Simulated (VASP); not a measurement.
# PbS (P-6m2) in VASP: settings compared, part 2 of 2

VASP 6.6.1.

### 3 Single point, PBE, collinear spin

INCAR reads:

```
SYSTEM = PbS
PREC = Accurate
ENCUT = 500
EDIFF = 1E-6
ISMEAR = 0
SIGMA = 0.1
LREAL = .FALSE.
LASPH = .TRUE.
NELM = 200
ALGO = Normal
ISIF = 2
LWAVE = .FALSE.
LCHARG = .FALSE.
ISPIN = 2
MAGMOM = 0.88 2.04
LORBIT = 11
NUPDOWN = 4.0
GGA = PE
NBANDS = 21
GGA_COMPAT = .FALSE.
```

KPOINTS reads:

```
regular mesh
0
G
  6 6 4
  0 0 0
```

POSCAR reads:

```
PbS
1.0
    4.0896976867      0.0000000000      0.0000000000
   -2.0448488433      3.5417820905      0.0000000000
    0.0000000000      0.0000000000      3.7881670000
Pb S
1 1
Direct
    0.0000000000      0.0000000000      0.0000000000
    0.6666666667      0.3333333333      0.5000000000
```

Potentials or basis: VASP PAW PBE potentials, release 64 (Pb_d, S).

The run is started by

```bash
> cat potpaw_PBE.64/Pb_d/POTCAR potpaw_PBE.64/S/POTCAR > POTCAR
> mpirun -np 1 vasp_std > vasp.out
```

OUTCAR:

```text
SYSTEM = PbS
   PREC = Accurate
   ENCUT = 500
   EDIFF = 1E-6
   ISMEAR = 0
   LREAL = .FALSE.
   LASPH = .TRUE.
   NELM = 200
   ISIF = 2
   ISPIN = 2
   LORBIT = 11
   NUPDOWN = 4.0
   GGA = PE

 ion  position               nearest neighbor table
   1  0.000  0.000  0.000-   2 3.03   2 3.03   2 3.03   2 3.03   2 3.03   2 3.03
   2  0.667  0.333  0.500-   1 3.03   1 3.03   1 3.03   1 3.03   1 3.03   1 3.03

  LATTYP: Found a hexagonal cell.
 ALAT       =     4.0896976867
 C/A-ratio  =     0.9262706660

  Lattice vectors:

 A1 = (   4.0896976867,   0.0000000000,   0.0000000000)
 A2 = (  -2.0448488433,   3.5417820905,   0.0000000000)
 A3 = (   0.0000000000,   0.0000000000,   3.7881670000)

Analysis of symmetry for initial positions (statically):
=====================================================================
 Subroutine PRICEL returns:
 Original cell was already a primitive cell.

 Routine SETGRP: Setting up the symmetry group for a
 hexagonal supercell.

 Subroutine GETGRP returns: Found 12 space group operations
[... 699 lines left out ...]
      6      -8.1441      1.00000
[... 493 lines left out ...]
     20      20.4072      0.00000
     21      20.4731      0.00000

------------------------ aborting loop because EDIFF is reached ----------------------------------------

  FORCE on cell =-STRESS in cart. coord.  units (eV):
  Direction    XX          YY          ZZ          XY          YZ          ZX
  --------------------------------------------------------------------------------------
  -------------------------------------------------------------------------------------
  Total        4.8459537      4.8459537      4.2268328      0.0000000      0.0000000      0.0000000
  in kB      141.4971458    141.4971458    123.4194185      0.0000000      0.0000000      0.0000000
  external PRESSURE =     135.4712367 kB  Pullay stress =       0.0000000 kB

 VOLUME and BASIS-vectors are now :
 -----------------------------------------------------------------------------
  energy-cutoff  :      500.00
  volume of cell :       54.87
      direct lattice vectors                 reciprocal lattice vectors
     4.089697687  0.000000000  0.000000000     0.244516851  0.141171870  0.000000000
    -2.044848843  3.541782090  0.000000000     0.000000000  0.282343740  0.000000000
     0.000000000  0.000000000  3.788167000     0.000000000  0.000000000  0.263979914

 POSITION                                       TOTAL-FORCE (eV/Angst)
 -----------------------------------------------------------------------------------
      0.00000      0.00000      0.00000        -0.000000      0.000000      0.000000
      2.04485      1.18059      1.89408         0.000000      0.000000      0.000000
 -----------------------------------------------------------------------------------
    total drift:                               -0.000000      0.000000      0.000000

  FREE ENERGIE OF THE ION-ELECTRON SYSTEM (eV)
  ---------------------------------------------------
  free  energy   TOTEN  =        -0.8598219700 eV

  energy  without entropy=       -0.8415458635  energy(sigma->0) =       -0.85068392

 total charge

# of ion       s       p       d       tot
------------------------------------------
    1        1.317   0.857   9.817  11.991
    2        1.428   2.032   0.000   3.461
--------------------------------------------------
tot          2.746   2.890   9.817  15.452

 magnetization (x)

# of ion       s       p       d       tot
------------------------------------------
    1        0.153   0.667   0.027   0.847
    2        0.077   1.187   0.000   1.264
--------------------------------------------------
tot          0.231   1.854   0.027   2.111
```

OSZICAR:

```text
N       E                     dE             d eps       ncg     rms          rms(c)
DAV:   1     0.178124252707E+03    0.17812E+03   -0.85953E+03  1769   0.931E+02
DAV:   2     0.132039103538E+02   -0.16492E+03   -0.15383E+03  1869   0.284E+02
DAV:   3    -0.658519183594E-01   -0.13270E+02   -0.13039E+02  2191   0.827E+01
DAV:   4    -0.455502362148E+00   -0.38965E+00   -0.38876E+00  2135   0.144E+01
DAV:   5    -0.469682220100E+00   -0.14180E-01   -0.14178E-01  2382   0.284E+00    0.109E+01
DAV:   6    -0.840053625209E+00   -0.37037E+00   -0.45026E-01  2420   0.657E+00    0.609E+00
DAV:   7    -0.863467907787E+00   -0.23414E-01   -0.51189E-02  2004   0.176E+00    0.332E+00
DAV:   8    -0.858295743774E+00    0.51722E-02   -0.13653E-02  2066   0.817E-01    0.744E-01
DAV:   9    -0.859679393378E+00   -0.13836E-02   -0.41861E-03  2129   0.621E-01    0.172E-01
DAV:  10    -0.859800741190E+00   -0.12135E-03   -0.55683E-04  2104   0.211E-01    0.469E-02
DAV:  11    -0.859816333280E+00   -0.15592E-04   -0.70462E-05  2125   0.625E-02    0.214E-02
DAV:  12    -0.859818707410E+00   -0.23741E-05   -0.47186E-06  2112   0.199E-02    0.894E-03
DAV:  13    -0.859821010250E+00   -0.23028E-05   -0.21757E-06  1991   0.101E-02    0.376E-03
DAV:  14    -0.859821969996E+00   -0.95975E-06   -0.95857E-07  1779   0.660E-03
   1 F= -.85982197E+00 E0= -.85068392E+00  d E =-.182761E-01  mag=     4.0000
```

stdout:

```text
POSCAR found type information on POSCAR PbS
 POSCAR found :  2 types and       2 ions
 scaLAPACK will be used
 LDA part: xc-table for (Slater+PW92), standard interpolation
 POSCAR, INCAR and KPOINTS ok, starting setup
 FFT: planning ... GRIDC
 FFT: planning ... GRID_SOFT
 FFT: planning ... GRID
 WAVECAR not read
 entering main loop
```

Run time: 82 s. Hardware: 1 thread of Intel Xeon 8259CL, shared host; peak memory 0.2 GiB.

Results:

* Free energy: -0.8598 eV
* Pressure: 13.5 GPa
* Net moment: 4.00 μB per cell
* Site moments: Pb +0.85; S +1.26 μB
* Valence electrons inside the program's atomic spheres: Pb 11.99; S 3.46

Caveat: the k points lie up to 0.41 Å⁻¹ apart; the moment is held away from its start; spin-orbit coupling is left out, which moves the levels of the heavy elements; the total moment is fixed, so each spin has its own Fermi level.

### 4 Single point, PBE+U

INCAR reads:

```
ALGO = Normal
EDIFF = 1E-6
ENCUT = 500
GGA = PE
GGA_COMPAT = F
ISIF = 2
ISMEAR = 0
ISYM = 0
LASPH = T
LCHARG = F
LDAU = T
LDAUJ = 0 0
LDAUL = -1 1
LDAUPRINT = 1
LDAUTYPE = 2
LDAUU = 0 8.1
LREAL = F
LWAVE = F
NBANDS = 17
NELM = 200
PREC = Accurate
SIGMA = 0.1
```

KPOINTS reads:

```
Automatic mesh
0
Gamma
  3 3 1
  0.42 0.5 0.92
```

POSCAR is that of step 3.

The run is started by

```bash
> cat potpaw_PBE.64/Pb_d/POTCAR potpaw_PBE.64/S/POTCAR > POTCAR
> mpirun -np 1 vasp_std > vasp.out
```

Wall time 82 s (1 thread of Intel Xeon Platinum 8488C (Sapphire Rapids), shared host); peak memory 0.22 GiB.

It converged, with:

```
Free energy            : -1.2613 eV
Pressure               : 5.6 GPa
Band gap on the k mesh : 1.78 eV (least direct gap 2.11 eV)
```

Stress tensor (GPa, compression positive):
```
6.10 0.00 0.00
0.00 6.10 0.00
0.00 0.00 4.47
```

Levels at points of the mesh, in eV from the valence-band top:
| k point | band 8 | band 9 | band 10 | band 11 | band 12 | band 13 |
| --- | --- | --- | --- | --- | --- | --- |
| (0.14, 0.17, -0.08) | -2.19 | -1.96 | -0.48 | 2.32 | 4.06 | 5.09 |

Caveat: the k points lie up to 1.66 Å⁻¹ apart; spin-orbit coupling is left out, which moves the levels of the heavy elements; a shifted mesh leaves out Γ, where band edges can lie.

### 5 Single point, PBEsol+U

INCAR reads:

```
PREC = Accurate
ENCUT = 500
EDIFF = 1E-6
ISMEAR = -1
SIGMA = 0.08617333262145177
LREAL = F
LASPH = T
NELM = 200
ALGO = Normal
ISIF = 2
LWAVE = F
LCHARG = F
LDAU = T
LDAUTYPE = 2
LDAUL = -1 1
LDAUU = 0 3.5
LDAUJ = 0 0
LDAUPRINT = 1
GGA = PS
NBANDS = 17
GGA_COMPAT = F
```

KPOINTS reads:

```
Automatic mesh
0
Gamma
  6 6 4
```

POSCAR is that of step 4.

The run is started by

```bash
> cat potpaw_PBE.64/Pb_d/POTCAR potpaw_PBE.64/S/POTCAR > POTCAR
> mpirun -np 1 vasp_std > vasp.out
```

It took 20 s on 1 thread of Intel Xeon Platinum 8488C (Sapphire Rapids), shared host; peak memory 0.17 GiB.

The run converged. Its results:

```yaml
Free_energy: -6.7171 eV
Pressure: -2.9 GPa
Band_gap_on_the_k_mesh: zero (bands 10 and 11 overlap by 0.61 eV)
```

Stress tensor (GPa, compression positive):
```
-3.20  0.00  0.00
 0.00 -3.20  0.00
 0.00  0.00 -2.26
```

Levels at points of the mesh, in eV from the Fermi level:
```csv
k point,band 8,band 9,band 10,band 11,band 12,band 13
"(0.00, 0.00, 0.00)",-2.20,-1.71,-1.71,3.33,3.33,5.03
"(0.50, 0.00, 0.00)",-2.75,-1.92,-1.19,1.83,3.79,5.17
"(0.00, 0.00, 0.50)",-1.11,-1.11,0.00,0.67,3.75,3.75
"(0.50, 0.00, 0.50)",-4.17,-4.13,-1.44,1.99,2.64,2.67
```

Caveat: the k points lie up to 0.41 Å⁻¹ apart, too coarse for converged energies and pressures of a metal; semilocal functionals underestimate gaps, so a narrow gap can read as zero; the PAW data sets were made with another functional, which shifts forces and pressure a little; spin-orbit coupling is left out, which moves the levels of the heavy elements; U without spin polarisation on a metal has little footing.

### 6 Overview

| level | spin | U | fixed moment (μB) | k mesh | smearing | gap on the mesh (eV) | pressure (GPa) | moment (μB) |
| --- | --- | --- | --- | --- | --- | --- | --- | --- |
| PBE | collinear, zero start | - | - | 6 × 6 × 6 | gaussian 0.1 eV | none | -0.3 | 0.00 |
| PBE | collinear | - | 4.0 | 6 × 6 × 4 | gaussian 0.1 eV | - | 13.5 | 4.00 |
| PBE+U | off | S p U = 8.1 eV | - | 3 × 3 × 1, shifted | gaussian 0.1 eV | 1.78 | 5.6 | - |
| PBEsol+U | off | S p U = 3.5 eV | - | 6 × 6 × 4 | fermi-dirac 0.0861733 eV | none | -2.9 | - |

Alike in all rows: task single point; potentials or basis VASP PAW PBE potentials, release 64 (Pb_d, S); cell as given; cutoff (eV) 500.

Caveats: some runs use coarse meshes; spin-orbit coupling is left out, which moves the levels of the heavy elements; semilocal functionals underestimate gaps, so a narrow gap can read as zero (at least some runs); the moment is held away from its start (at least some runs); the total moment is fixed, so each spin has its own Fermi level (at least some runs); a shifted mesh leaves out Γ, where band edges can lie (at least some runs); the PAW data sets were made with another functional, which shifts forces and pressure a little (at least some runs); U without spin polarisation on a metal has little footing (at least some runs).

Total energies depend on the potentials used, so only differences within one code and one set of settings carry meaning.
